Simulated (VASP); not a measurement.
Input of a VASP 6.6.1 run:

The input INCAR:

```
PREC = Accurate ; ENCUT = 520
EDIFF = 1E-6 ; ISMEAR = 0
SIGMA = 0.01 ; LREAL = False
LASPH = True ; NELM = 80
ALGO = Normal ; ISIF = 2
LWAVE = False ; LCHARG = True
GGA = PE ; LELF = True
LVHAR = True ; NBANDS = 15
```

Contents of KPOINTS:

```
regular mesh
0
Gamma
  6 6 6
```

The input POSCAR:

```
SrO
1.0
    0.0000000000      2.7780492459      2.7780492459
    2.7780492459      0.0000000000      2.7780492459
    2.7780492459      2.7780492459      0.0000000000
Sr O
1 1
Direct
    0.0000000000      0.0000000000      0.0000000000
    0.2500000000      0.2500000000      0.2500000000
```

Potentials or basis: VASP PAW PBE potentials, release 64 (Sr_sv, O).

The run is started by

```bash
$ cat potpaw_PBE.64/Sr_sv/POTCAR potpaw_PBE.64/O/POTCAR > POTCAR
$ mpirun -np 1 vasp_std > vasp.out
```

Predict the band gap on the k mesh.

2.57 eV, indirect (least direct gap 3.44 eV).

What does it give for the pressure?

2.5 GPa.

 A k mesh can miss the band edges.
